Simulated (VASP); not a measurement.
A run of VASP 6.6.1 is set up as follows.

INCAR

```
ALGO = Normal
EDIFF = 1E-6
ENCUT = 520
GGA = PE
ISIF = 2
ISMEAR = -1
LASPH = T
LCHARG = F
LREAL = F
LWAVE = F
NBANDS = 8
NELM = 100
PREC = Accurate
SIGMA = 0.05
```

Contents of KPOINTS:

```
k-points
0
Gamma
  13 13 12
```

Contents of POSCAR:

```
Sb
1.0
    3.1688885968      0.0000000000      0.0000000000
   -1.5844442984      2.7443380266      0.0000000000
    0.0000000000      0.0000000000      3.0176227212
Sb
1
Direct
    0.0000000000      0.0000000000      0.0000000000
```

Potentials or basis: VASP PAW PBE potentials, release 64 (Sb).

Run with:

```console
$ cat potpaw_PBE.64/Sb/POTCAR > POTCAR
$ mpirun -np 1 vasp_std > vasp.out
```

(1) What does it give for the pressure?

Answers

(1) 7.6 GPa.
